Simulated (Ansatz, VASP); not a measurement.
## TiO2: VASP beside Ansatz

```
CELL_PARAMETERS angstrom
-1.92962 1.92962 4.85030
1.92962 -1.92962 4.85030
1.92962 1.92962 -4.85030
ATOMIC_POSITIONS crystal
Ti 0.00000 0.00000 0.00000
Ti 0.75000 0.25000 0.50000
O 0.20660 0.20660 0.00000
O 0.95660 0.45660 0.50000
O 0.54340 0.04340 0.50000
O 0.79340 0.79340 0.00000
```

Change from the starting cell: volume scaled by 1.06.

Alike in both runs: task single point; functional PBE; k mesh 13 × 13 × 13; occupations fermi-dirac, width 0.08 eV; no spin polarisation.

```csv
,VASP,Ansatz
version,VASP 6.6.1,Ansatz 0.2.0
potentials or method,"VASP PAW PBE potentials, release 64 (Ti_sv, O), cutoff 520 eV","all-electron LAPW, scalar-relativistic"
```

|  | VASP | Ansatz | Ansatz less VASP |
| --- | --- | --- | --- |
| pressure (GPa) | -5.4 | -5.9 | -0.57 |
| traceless stress, the component that is largest in VASP (GPa) | 1.71 | 1.62 | -0.095 |
| rms of the force components (eV/Å) | 0.003 | 0.012 | +0.0093 |

Atom by atom the forces differ by 0.009 eV/Å (rms over components). Ansatz ran all-electron here, and VASP with PAW potentials.
